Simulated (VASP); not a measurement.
Runs of VASP 6.6.1 on PbSe (Clausthalite). The structure is that of space group Fm-3m (No. 225), or close to it. The cells are those of the table. 

```tsv
task	level	potentials or basis	cell	gap on the mesh (eV)	pressure (GPa)
relaxation of the atoms	r2SCAN	VASP PAW PBE potentials, release 64 (Pb_d, Se)	atoms relaxed from a = 4.427 Å, angles 60.0°, 2 atoms	(b)	-1.9
single point	r2SCAN	VASP PAW PBE potentials, release 64 (Pb_d, Se)	a = 4.369 Å, angles 60.0°, 2 atoms	(a)	0.0
single point	LDA	VASP PAW LDA potentials, release 64 (Pb_d, Se)	a = 4.272 Å, angles 60.0°, 2 atoms	0.03	0.1
single point	r2SCAN	VASP PAW PBE potentials, release 64 (Pb_d, Se)	a = 4.280 Å, angles 60.0°, 2 atoms	0.45	3.6
relaxation of the atoms	r2SCAN	VASP PAW PBE potentials, release 64 (Pb_d, Se)	atoms relaxed from a = 4.340 Å, angles 60.0°, 2 atoms	0.61	1.1
```

Alike in all rows: no spin polarisation; k mesh 8 × 8 × 8; cutoff (eV) 520; smearing fermi-dirac 0.02 eV.

Q: Fill in the values left out.

A: (a) 0.67; (b) 0.79.

Caveats: spin-orbit coupling is left out, which moves the levels of the heavy elements; the PAW data sets were made with another functional, which shifts forces and pressure a little (some runs); the relaxation stopped at its first step, so nothing moved (some runs).

A k mesh can miss the band edges, and the runs leave out spin-orbit coupling on Pb, Se.
